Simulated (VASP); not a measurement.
# MgO2 (Pa-3) in VASP: single point with r2SCAN+D4

Aim: the single point of MgO2 with r2SCAN+D4.

Program: VASP 6.6.1. These are calculated values, not measurements. Logs are shortened: lines on timing, memory, paths and dates and some standing lists are left out, and cuts for length are marked.

## 1. The cell of the first run

It takes space group Pa-3 (No. 205, cubic). Conventional cell: a = 4.892 Å, b = 4.892 Å, c = 4.892 Å, α = 90.00°, β = 90.00°, γ = 90.00°. Mg (site symmetry -3) has 6 O at 2.10 Å within 2.8 Å. O (site symmetry 3) has 1 O at 1.52 Å within 2.0 Å.

## 2. Single point, r2SCAN+D4

Contents of POSCAR:

```
MgO2
1.0
    4.8921541314      0.0000000000      0.0000000000
    0.0000000000      4.8921541314      0.0000000000
    0.0000000000      0.0000000000      4.8921541314
Mg O
4 8
Direct
    0.0000000000      0.0000000000      0.0000000000
    0.5000000000      0.0000000000      0.5000000000
    0.5000000000      0.5000000000      0.0000000000
    0.0000000000      0.5000000000      0.5000000000
    0.5894244400      0.9105755600      0.0894244400
    0.9105755600      0.0894244400      0.5894244400
    0.0894244400      0.5894244400      0.9105755600
    0.4105755600      0.4105755600      0.4105755600
    0.5894244400      0.5894244400      0.5894244400
    0.9105755600      0.4105755600      0.0894244400
    0.0894244400      0.9105755600      0.4105755600
    0.4105755600      0.0894244400      0.9105755600
```

Contents of INCAR.step1:

```
PREC = Accurate
ENCUT = 520
ISMEAR = -1
SIGMA = 0.05
LREAL = False
LASPH = True
NELM = 100
NBANDS = 40
GGA = PE
ALGO = Normal
EDIFF = 1E-4
LWAVE = True
LCHARG = False
```

Contents of INCAR.step2:

```
PREC = Accurate
ENCUT = 520
EDIFF = 1E-6
ISMEAR = -1
SIGMA = 0.05
LREAL = False
LASPH = True
NELM = 100
ALGO = Normal
ISIF = 2
LWAVE = False
LCHARG = False
METAGGA = R2SCAN
LMIXTAU = True
IVDW = 13
VDW_S6 = 1.0
VDW_S8 = 0.6018749
VDW_A1 = 0.51559235
VDW_A2 = 5.77342911
NBANDS = 40
ISTART = 1
```

Contents of KPOINTS:

```
regular mesh
0
Gamma
  6 6 6
```

Potentials or basis: VASP PAW PBE potentials, release 64 (Mg, O).

Started as:

```
> cat potpaw_PBE.64/Mg/POTCAR potpaw_PBE.64/O/POTCAR > POTCAR
> cp INCAR.step1 INCAR
> mpirun -np 1 vasp_std > vasp.out
> cp INCAR.step2 INCAR
> mpirun -np 1 vasp_std > vasp.out
```

OUTCAR:

```text
PREC = Accurate
   ENCUT = 520
   EDIFF = 1E-6
   ISMEAR = -1
   LREAL = False
   LASPH = True
   NELM = 100
   ISIF = 2
   METAGGA = R2SCAN
   IVDW = 13
   ISTART = 1

 ion  position               nearest neighbor table
   1  0.000  0.000  0.000-   6 2.10  11 2.10   7 2.10  10 2.10   5 2.10  12 2.10   2 3.46   3 3.46
                             4 3.46   2 3.46   4 3.46   3 3.46   4 3.46   4 3.46   2 3.46   3 3.46
   2  0.500  0.000  0.500-   5 2.10  12 2.10   8 2.10   9 2.10  11 2.10   6 2.10   1 3.46   3 3.46
                             4 3.46   1 3.46   3 3.46   3 3.46   4 3.46   3 3.46   1 3.46   4 3.46
   3  0.500  0.500  0.000-   8 2.10   9 2.10   5 2.10   7 2.10  10 2.10  12 2.10   1 3.46   2 3.46
                             4 3.46   2 3.46   4 3.46   1 3.46   2 3.46   2 3.46   1 3.46   4 3.46
   4  0.000  0.500  0.500-   7 2.10  10 2.10   8 2.10   9 2.10   6 2.10  11 2.10   1 3.46   2 3.46
                             3 3.46   1 3.46   3 3.46   1 3.46   2 3.46   1 3.46   2 3.46   3 3.46
   5  0.589  0.911  0.089-  12 1.52   2 2.10   3 2.10   1 2.10
   6  0.911  0.089  0.589-  11 1.52   1 2.10   4 2.10   2 2.10
   7  0.089  0.589  0.911-  10 1.52   4 2.10   1 2.10   3 2.10
   8  0.411  0.411  0.411-   9 1.52   3 2.10   4 2.10   2 2.10
   9  0.589  0.589  0.589-   8 1.52   3 2.10   4 2.10   2 2.10
  10  0.911  0.411  0.089-   7 1.52   4 2.10   1 2.10   3 2.10
  11  0.089  0.911  0.411-   6 1.52   1 2.10   4 2.10   2 2.10
  12  0.411  0.089  0.911-   5 1.52   2 2.10   3 2.10   1 2.10

  LATTYP: Found a simple cubic cell.
 ALAT       =     4.8921541314

  Lattice vectors:

 A1 = (   4.8921541314,   0.0000000000,   0.0000000000)
 A2 = (   0.0000000000,   4.8921541314,   0.0000000000)
 A3 = (   0.0000000000,   0.0000000000,   4.8921541314)

Analysis of symmetry for initial positions (statically):
=====================================================================
 Subroutine PRICEL returns:
 Original cell was already a primitive cell.

 Routine SETGRP: Setting up the symmetry group for a
 simple cubic supercell.

 Subroutine GETGRP returns: Found 24 space group operations
 (whereof  6 operations were pure point group operations)
 out of a pool of 48 trial point group operations.

The static configuration has the point symmetry S_6 .
 The point group associated with its full space group is T_h .

Analysis of symmetry for dynamics (positions and initial velocities):
=====================================================================
 Subroutine PRICEL returns:
 Original cell was already a primitive cell.

 Routine SETGRP: Setting up the symmetry group for a
 simple cubic supercell.

 Subroutine GETGRP returns: Found 24 space group operations
 (whereof  6 operations were pure point group operations)
 out of a pool of 48 trial point group operations.

The dynamic configuration has the point symmetry S_6 .
 The point group associated with its full space group is T_h .

 Subroutine INISYM returns: Found 24 space group operations
 (whereof  6 operations are pure point group operations),
 and found     1 'primitive' translations

----------------------------------------------------------------------------------------

                                     Primitive cell

  volume of cell :     117.0848

  direct lattice vectors                    reciprocal lattice vectors
     4.892154131  0.000000000  0.000000000     0.204408932  0.000000000  0.000000000
     0.000000000  4.892154131  0.000000000     0.000000000  0.204408932  0.000000000
     0.000000000  0.000000000  4.892154131     0.000000000  0.000000000  0.204408932

  length of vectors
     4.892154131  4.892154131  4.892154131     0.204408932  0.204408932  0.204408932

  position of ions in fractional coordinates (direct lattice)
     0.000000000  0.000000000  0.000000000
     0.500000000  0.000000000  0.500000000
     0.500000000  0.500000000  0.000000000
     0.000000000  0.500000000  0.500000000
     0.589424440  0.910575560  0.089424440
     0.910575560  0.089424440  0.589424440
     0.089424440  0.589424440  0.910575560
     0.410575560  0.410575560  0.410575560
     0.589424440  0.589424440  0.589424440
     0.910575560  0.410575560  0.089424440
     0.089424440  0.910575560  0.410575560
     0.410575560  0.089424440  0.910575560

  ion indices of the primitive-cell ions
   primitive index   ion index
                 1           1
                 2           2
                 3           3
                 4           4
                 5           5
                 6           6
                 7           7
                 8           8
                 9           9
                10          10
                11          11
                12          12

----------------------------------------------------------------------------------------

 KPOINTS: regular mesh

Automatic generation of k-mesh.
 Grid dimensions read from file:
 generate k-points for:    6    6    6

 Generating k-lattice:

  Cartesian coordinates                     Fractional coordinates (reciprocal lattice)
     0.034068155  0.000000000  0.000000000     0.166666667  0.000000000  0.000000000
     0.000000000  0.034068155  0.000000000     0.000000000  0.166666667  0.000000000
     0.000000000  0.000000000  0.034068155     0.000000000  0.000000000  0.166666667

  Length of vectors
     0.034068155  0.034068155  0.034068155

  Shift w.r.t. Gamma in fractional coordinates (k-lattice)
     0.000000000  0.000000000  0.000000000

 Subroutine IBZKPT returns following result:
 ===========================================

 Found     24 irreducible k-points:

 Following reciprocal coordinates:
            Coordinates               Weight
  0.000000  0.000000  0.000000      1.000000
  0.166667  0.000000  0.000000      6.000000
  0.333333  0.000000  0.000000      6.000000
  0.500000  0.000000  0.000000      3.000000
  0.166667  0.166667  0.000000     12.000000
  0.333333  0.166667  0.000000     12.000000
[... 16 lines left out ...]
  0.500000  0.500000  0.333333      6.000000
  0.500000  0.500000  0.500000      1.000000
   k-points           NKPTS =     24   k-points in BZ     NKDIM =     24   number of bands    NBANDS=     40
   number of dos      NEDOS =    301   number of ions     NIONS =     12
   total plane-waves  NPLWV =  46656
   dimension x,y,z NGX =    36 NGY =   36 NGZ =   36
   dimension x,y,z NGXF=    72 NGYF=   72 NGZF=   72
   ions per type =               4   8
   NGX,Y,Z   is equivalent  to a cutoff of  12.23, 12.23, 12.23 a.u.
   NGXF,Y,Z  is equivalent  to a cutoff of  24.47, 24.47, 24.47 a.u.
 SYSTEM =  unknown system
   PREC   = accura    normal or accurate (medium, high low for compatibility)
   ISTART =      1    job   : 0-new  1-cont  2-samecut
   ICHARG =      0    charge: 1-file 2-atom 10-const
   ISPIN  =      1    spin polarized calculation?
   LNONCOLLINEAR =      F non collinear calculations
   LSORBIT =      F    spin-orbit coupling
   LASPH  =      T    aspherical Exc in radial PAW
   ENCUT  =  520.0 eV  38.22 Ry    6.18 a.u.   9.10  9.10  9.10*2*pi/ulx,y,z
   NELM   =    100;   NELMIN=  2; NELMDL=  0     # of ELM steps
   EDIFF  = 0.1E-05   stopping-criterion for ELM
   LREAL  =      F    real-space projection
   EDIFFG = 0.1E-04   stopping-criterion for IOM
   NSW    =      0    number of steps for IOM
   IBRION =     -1    ionic relax: 0-MD 1-quasi-New 2-CG
   NFREE  =      0    steps in history (QN), initial steepest desc. (CG)
   ISIF   =      2    stress and relaxation
   ISYM   =      2    0-nonsym 1-usesym 2-fastsym
   POTIM  = 0.5000    time-step for ionic-motion
   TEBEG  =    0.0;   TEEND  =   0.0 temperature during run
   PSTRESS=    0.0 pullay stress
   NELECT =      56.0000    total number of electrons
   NUPDOWN=      -1.0000    fix difference up-down
   EMIN   =  10.00;   EMAX   =-10.00  energy-range for DOS
   EFERMI =   0.00;   METHOD = LEGACY
   ISMEAR =    -1;   SIGMA  =   0.05  broadening in eV -4-tet -1-fermi 0-gaus
   EFERMI_NEDOS =   21; number of points for ismear=-14 and -15
   IALGO  =     38    algorithm
   IMIX   =      4    mixing-type and parameters
     AMIX     =   0.40;   BMIX     =  1.00
     AMIX_MAG =   1.60;   BMIX_MAG =  1.00
  volume/ion in A,a.u.               =       9.76        65.84
  Fermi-wavevector in a.u.,A,eV,Ry     =   1.280277  2.419373 22.301445  1.639110
  Thomas-Fermi vector in A             =   2.412714
   LORBIT       =      0    0 simple, 1 ext, 2 COOP (PROOUT), +10 PAW based schemes
   METAGGA = R2SCAN    functional components
   LHFCALC =     F    Hartree Fock is set to
   AEXX    =    0.0000 exact exchange contribution
   IVDW    =    13    specifies the selected vdW correction
   LEPSILON=     F    determine dielectric tensor
   LRPA    =     F    only Hartree local field effects (RPA)
 non-spin polarized calculation
  energy-cutoff  :      520.00
  volume of cell :      117.08
 maximum number of plane-waves:      3178
   NGX = 19   NGY = 19   NGZ = 19

 number of electron      56.0000058 magnetization

 Free energy of the ion-electron system (eV)
  ---------------------------------------------------
  ext. energy  EPLUGINS =         0.00000000
  ---------------------------------------------------
  free energy    TOTEN  =       -87.24552968 eV

  energy without entropy =      -87.24552968  energy(sigma->0) =      -87.24552968

 E-fermi :   3.3111     XC(G=0): -11.1616

 val. band max:        2.1435049553   @ k =   0.0000   0.0000   0.0000
 cond. band min:       6.5267936838   @ k =   0.3333   0.1667   0.1667
 fundamental gap:      4.3832887285
 Fermi energy:         3.3110948200

 k-point     1 :       0.0000    0.0000    0.0000
  band No.  band energies     occupation
      1     -19.6212      2.00000
      2     -18.8699      2.00000
      3     -18.8699      2.00000
      4     -18.8699      2.00000
      5     -13.4054      2.00000
      6     -13.4054      2.00000
[... 32 lines left out ...]
     39      14.6279      0.00000
     40      15.4431      0.00000

 k-point     2 :       0.1667    0.0000    0.0000
  band No.  band energies     occupation
      1     -19.5729      2.00000
      2     -18.9224      2.00000
      3     -18.8661      2.00000
      4     -18.8659      2.00000
      5     -13.4044      2.00000
      6     -13.4035      2.00000
[... 32 lines left out ...]
     39      14.7410      0.00000
     40      15.4107      0.00000

 k-point     3 :       0.3333    0.0000    0.0000
  band No.  band energies     occupation
      1     -19.4394      2.00000
      2     -19.0638      2.00000
      3     -18.8578      2.00000
      4     -18.8577      2.00000
      5     -13.4014      2.00000
      6     -13.4002      2.00000
[... 32 lines left out ...]
     39      15.1009      0.00000
     40      15.3129      0.00000

 k-point     4 :       0.5000    0.0000    0.0000
  band No.  band energies     occupation
      1     -19.2537      2.00000
      2     -19.2537      2.00000
      3     -18.8538      2.00000
      4     -18.8538      2.00000
      5     -13.3992      2.00000
      6     -13.3992      2.00000
[... 32 lines left out ...]
     39      15.1361      0.00000
     40      15.1361      0.00000
[... 772 lines left out ...]
     39      14.6870      0.00000
     40      14.6870      0.00000

 k-point    23 :       0.5000    0.5000    0.3333
  band No.  band energies     occupation
      1     -19.0243      2.00000
      2     -19.0243      2.00000
      3     -19.0243      2.00000
      4     -19.0243      2.00000
      5     -13.4064      2.00000
      6     -13.4064      2.00000
[... 32 lines left out ...]
     39      14.3496      0.00000
     40      14.3496      0.00000

 k-point    24 :       0.5000    0.5000    0.5000
  band No.  band energies     occupation
      1     -19.0183      2.00000
      2     -19.0183      2.00000
      3     -19.0183      2.00000
      4     -19.0183      2.00000
      5     -13.4222      2.00000
      6     -13.4222      2.00000
[... 32 lines left out ...]
     39      14.1965      0.00000
     40      14.1965      0.00000

------------------------ aborting loop because EDIFF is reached ----------------------------------------

  DFT-D4 for vdW energy calculation

  Edisp (eV):   -0.66979

  FORCE on cell =-STRESS in cart. coord.  units (eV):
  Direction    XX          YY          ZZ          XY          YZ          ZX
  --------------------------------------------------------------------------------------
  -------------------------------------------------------------------------------------
  Total      -4.93920    -4.93920    -4.93920    -0.00000     0.00000     0.00000
  in kB     -67.58752   -67.58752   -67.58752    -0.00000     0.00000     0.00000
  external pressure =      -67.59 kB  Pullay stress =        0.00 kB

 VOLUME and BASIS-vectors are now :
 -----------------------------------------------------------------------------
  energy-cutoff  :      520.00
  volume of cell :      117.08
      direct lattice vectors                 reciprocal lattice vectors
     4.892154131  0.000000000  0.000000000     0.204408932  0.000000000  0.000000000
     0.000000000  4.892154131  0.000000000     0.000000000  0.204408932  0.000000000
     0.000000000  0.000000000  4.892154131     0.000000000  0.000000000  0.204408932

 POSITION                                       TOTAL-FORCE (eV/Angst)
 -----------------------------------------------------------------------------------
      0.00000      0.00000      0.00000        -0.000000      0.000000     -0.000000
      2.44608      0.00000      2.44608        -0.000000      0.000000     -0.000000
      2.44608      2.44608      0.00000        -0.000000      0.000000     -0.000000
      0.00000      2.44608      2.44608        -0.000000      0.000000     -0.000000
      2.88356      4.45468      0.43748        -0.119590      0.119590     -0.119590
      4.45468      0.43748      2.88356         0.119590     -0.119590     -0.119590
      0.43748      2.88356      4.45468        -0.119590     -0.119590      0.119590
      2.00860      2.00860      2.00860         0.119590      0.119590      0.119590
      2.88356      2.88356      2.88356        -0.119590     -0.119590     -0.119590
      4.45468      2.00860      0.43748         0.119590      0.119590     -0.119590
      0.43748      4.45468      2.00860        -0.119590      0.119590      0.119590
      2.00860      0.43748      4.45468         0.119590     -0.119590      0.119590
 -----------------------------------------------------------------------------------
    total drift:                                0.000000      0.000000      0.000000

  FREE ENERGIE OF THE ION-ELECTRON SYSTEM (eV)
  ---------------------------------------------------
  free  energy   TOTEN  =       -87.9153149259 eV

  energy  without entropy=      -87.9153149259  energy(sigma->0) =      -87.91531493
```

Run time: 3.6 min. Hardware: 1 thread of Intel Xeon Platinum 8375C at 2.90GHz (Ice Lake), shared host; peak memory 0.26 GiB.

What came out:

- Free energy: -87.9153 eV
- Pressure: -6.8 GPa
- Largest force: 0.207 eV/Å
- Band gap on the k mesh: 4.38 eV, indirect (least direct gap 4.50 eV)
- Dispersion energy per atom: -0.056 eV

Forces in eV/Å, atoms in the order of the input:
```
Mg   0.000  0.000  0.000
Mg   0.000  0.000  0.000
Mg   0.000  0.000  0.000
Mg   0.000  0.000  0.000
O   -0.120  0.120 -0.120
O    0.120 -0.120 -0.120
O   -0.120 -0.120  0.120
O    0.120  0.120  0.120
O   -0.120 -0.120 -0.120
O    0.120  0.120 -0.120
O   -0.120  0.120  0.120
O    0.120 -0.120  0.120
```

Caveat: the PAW data sets were made with another functional, which shifts forces and pressure a little.
